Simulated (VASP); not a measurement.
Write the native input for VASP 6.6.1 that does the following.

* Task: single point
* Functional: LDA
* Potentials or basis: VASP PAW LDA potentials, release 64 (Sc_sv)
* Cutoff: 520 eV
* k mesh: 8 × 8 × 8
* Occupations: fermi-dirac, width 0.05 eV
* Spin: no spin polarisation
* Dipole correction: no
* Further INCAR settings: ALGO = Normal; EDIFF = 1e-07; NBANDS = 12

The structure of Sc lies in POSCAR:

```
Sc
1.0
    0.0000000000      2.2415807168      2.2415807168
    2.2415807168      0.0000000000      2.2415807168
    2.2415807168      2.2415807168      0.0000000000
Sc
1
Direct
    0.0000000000      0.0000000000      0.0000000000
```

One way to write it, as run:

INCAR

```
SYSTEM = Sc
ALGO = Normal ; EDIFF = 1E-7
ENCUT = 520 ; ISIF = 2
ISMEAR = -1 ; LASPH = .TRUE.
LCHARG = .FALSE. ; LREAL = .FALSE.
LWAVE = .FALSE. ; NBANDS = 12
NELM = 100 ; PREC = Accurate
SIGMA = 0.05
```

KPOINTS

```
k-points
0
G
  8 8 8
  0 0 0
```

Potentials or basis: VASP PAW LDA potentials, release 64 (Sc_sv).

The run is started by

```sh
$ cat potpaw_LDA.64/Sc_sv/POTCAR > POTCAR
$ mpirun -np 1 vasp_std > vasp.out
```

It gave:

* Pressure: -0.5 GPa

It took 2.5 s on 1 thread of Intel(R) Xeon(R) 6975P-C (Granite Rapids), on a shared host, peak memory 0.13 GiB.
